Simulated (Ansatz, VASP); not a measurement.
## BN: VASP beside Ansatz

```xyz
2
Lattice="0.0000 1.7923 1.7923 1.7923 0.0000 1.7923 1.7923 1.7923 0.0000" Properties=species:S:1:pos:R:3 pbc="T T T"
B     0.0000    0.0000    0.0000
N     0.8962    0.8962    0.8962
```

Alike in both runs: functional r2SCAN; k mesh 14 × 14 × 14; occupations fermi-dirac, width 0.02 eV; no spin polarisation.

Ansatz relaxed the structure, and its values are those at the end. VASP's run is a single point on that final structure, the one shown.

|  | VASP | Ansatz |
| --- | --- | --- |
| version | VASP 6.6.1 | Ansatz 0.2.0 |
| potentials or method | VASP PAW PBE potentials, release 64 (B_h, N_h), cutoff 910 eV | PAW plane waves |
| valence electrons in the cell | 8 | 8 |

|  | VASP | Ansatz | Ansatz less VASP |
| --- | --- | --- | --- |
| gap on the k mesh at the Fermi level (eV) | 5.02 | 5.02 | -0.004 |

VASP's potentials were made for PBE, not for r2SCAN. With one functional, cell and mesh, what is left measures potentials, basis and numerics. Ansatz's warnings: stress scf threshold loose.

Noted on VASP's run: the cutoff is short for stress, so the pressure is rough.
